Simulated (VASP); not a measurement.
Write the native input for VASP 6.6.1 that does the following.

```
Task                   : single point
Functional             : LDA
Potentials or basis    : VASP PAW LDA potentials, release 64 (Si, C)
Cutoff                 : 520 eV
k mesh                 : 8 × 8 × 4
Occupations            : gaussian, width 0.01 eV
Spin                   : no spin polarisation
Dipole correction      : no
Further INCAR settings : ALGO = Normal; EDIFF = 1e-06; NBANDS = 16
```

The structure of SiC lies in POSCAR:

```
SiC
1.0
    3.0478888324      0.0000000000      0.0000000000
   -1.5239444162      2.6395491568      0.0000000000
    0.0000000000      0.0000000000      5.0014572250
Si C
2 2
Direct
    0.3333333333      0.6666666667      0.0045881740
    0.6666666667      0.3333333333      0.5045881740
    0.3333333333      0.6666666667      0.3804118260
    0.6666666667      0.3333333333      0.8804118260
```

These files were run (other wordings do the same):

INCAR

```
SYSTEM = SiC
  PREC = Accurate
  ENCUT = 520
  EDIFF = 1E-6
  ISMEAR = 0
  SIGMA = 0.01
  LREAL = .False.
  LASPH = .True.
  NELM = 80
  ALGO = Normal
  ISIF = 2
  LWAVE = .False.
  LCHARG = .False.
  NBANDS = 16
```

KPOINTS

```
Automatic mesh
0
Gamma
  8 8 4
  0 0 0
```

Potentials or basis: VASP PAW LDA potentials, release 64 (Si, C).

Launch:

```console
$ cat potpaw_LDA.64/Si/POTCAR potpaw_LDA.64/C/POTCAR > POTCAR
$ mpirun -np 1 vasp_std > vasp.out
```

Results of the run:

- Pressure: 2.4 GPa
- Band gap on the k mesh: 2.37 eV, indirect (least direct gap 3.93 eV)

Run time: 23 s on 1 thread of Intel Xeon 8259CL, on a shared host, peak memory 0.11 GiB.
